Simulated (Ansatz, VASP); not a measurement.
ReSb: VASP beside Ansatz

```
Re Sb
1.0
     0.00000    2.93066    2.93066
     2.93066    0.00000    2.93066
     2.93066    2.93066    0.00000
Re Sb
1 1
Direct
  0.00000 0.00000 0.00000
  0.25000 0.25000 0.25000
```

Change from the starting cell: volume scaled by 0.92, LAPW.

Alike in both runs: task single point; functional PBE; k mesh 12 × 12 × 12; occupations fermi-dirac, width 0.08 eV; no spin polarisation.

|  | VASP | Ansatz |
| --- | --- | --- |
| version | VASP 6.6.1 | Ansatz 0.2.0 |
| potentials or method | VASP PAW PBE potentials, release 64 (Re, Sb), cutoff 520 eV | all-electron LAPW, scalar-relativistic |

Ansatz gave:

```
pressure (GPa) : 9.9
```

Problem. Estimate VASP's values.

Solution. Pressure (GPa): 9.8.

Ansatz ran all-electron here, and VASP with PAW potentials.

Neither program's run includes spin-orbit coupling.
